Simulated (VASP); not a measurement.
Set up this calculation in VASP 6.6.1, as the native input.

```
Task                   : relaxation of cell and atoms
Functional             : PBEsol
Potentials or basis    : VASP PAW PBE potentials, release 64 (Al, N)
Cutoff                 : 600 eV
k mesh                 : 8 × 8 × 8
Occupations            : gaussian, width 0.01 eV
Spin                   : no spin polarisation
Target pressure        : 2 GPa
Dipole correction      : no
Further INCAR settings : ALGO = Normal; EDIFF = 1e-06; IBRION = 2; EDIFFG = -0.03; NSW = 100; ISIF = 3
```

The structure of AlN lies in POSCAR:

```
AlN
1.0
    0.0000000000      2.1839940000      2.1839940000
    2.1839940000      0.0000000000      2.1839940000
    2.1839940000      2.1839940000      0.0000000000
Al N
1 1
Direct
    0.0000000000      0.0000000000      0.0000000000
    0.7500000000      0.7500000000      0.7500000000
```

The input as run:

INCAR

```
SYSTEM = AlN
  PREC = Accurate
  ENCUT = 600
  EDIFF = 1E-6
  ISMEAR = 0
  SIGMA = 0.01
  LREAL = .False.
  LASPH = .True.
  NELM = 60
  ALGO = Normal
  ISIF = 3
  LWAVE = .False.
  LCHARG = .False.
  GGA = PS
  IBRION = 2
  NSW = 100
  EDIFFG = -0.03
  PSTRESS = 20.0
```

KPOINTS

```
regular mesh
0
Gamma
  8 8 8
  0 0 0
```

Potentials or basis: VASP PAW PBE potentials, release 64 (Al, N).

Run with:

```console
$ cat potpaw_PBE.64/Al/POTCAR potpaw_PBE.64/N/POTCAR > POTCAR
$ mpirun -np 1 vasp_std > vasp.out
```

It gave:

```
Relaxed volume                                         : 10.38 Å³/atom
Relaxed cell                                           : a = 3.085 Å, b = 3.085 Å, c = 3.085 Å, α = 60.00°, β = 60.00°, γ = 60.00°
Space group after relaxing (to 0.05 Å)                 : F-43m (No. 216)
Energy change on relaxing (the enthalpy is what falls) : +0.4 meV/atom
Ionic steps                                            : 3
Pressure after relaxing                                : 2.0 GPa
Band gap on the k mesh                                 : 3.19 eV, indirect (least direct gap 4.17 eV)
```

Caveat: the cell is relaxed towards a set pressure, so the enthalpy falls and the energy may rise; the PAW data sets were made with another functional, which shifts forces and pressure a little.

Run time: 10 s on 1 thread of Intel(R) Xeon(R) Platinum 8488C (Sapphire Rapids) (shared host), peak memory 0.14 GiB.
